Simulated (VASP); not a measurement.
Runs of VASP 6.6.1 on MgSn5. It takes space group P-62m (No. 189, hexagonal). Conventional cell: a = 5.650 Å, b = 5.650 Å, c = 5.617 Å, α = 90.00°, β = 90.00°, γ = 120.00°. Mg (site symmetry -62m) has 12 Sn at 3.26 to 3.37 Å within 4.3 Å. Within 4.2 Å of Sn (site symmetry m2m) lie 10 Sn at 3.23 to 3.39 Å and 2 Mg at 3.37 Å. Within 4.3 Å of Sn (site symmetry -6) lie 3 Mg at 3.26 Å and 9 Sn at 3.26 to 3.39 Å. 

```csv
k mesh,gap on the mesh (eV),pressure (GPa),largest force (eV/Å)
3 × 3 × 3,none,-0.3,0.03
5 × 5 × 4,none,(a),0.06
2 × 2 × 2,none,-0.7,0.05
6 × 6 × 5,none,-1.2,0.05
4 × 4 × 3,none,-0.7,0.06
```

Alike in all rows: task single point; level PBEsol; potentials or basis VASP PAW PBE potentials, release 64 (Mg, Sn_d); no spin polarisation; cell as given; cutoff (eV) 520; smearing fermi-dirac 0.05 eV.

Q: Fill in the values left out.

A: (a) -0.8.

Caveats: some runs use coarse meshes; the PAW data sets were made with another functional, which shifts forces and pressure a little; spin-orbit coupling is left out, which moves the levels of the heavy elements.

A k mesh can miss the band edges, and the runs leave out spin-orbit coupling on Sn.

A gap of «none» marks levels without a gap at the run's occupations.
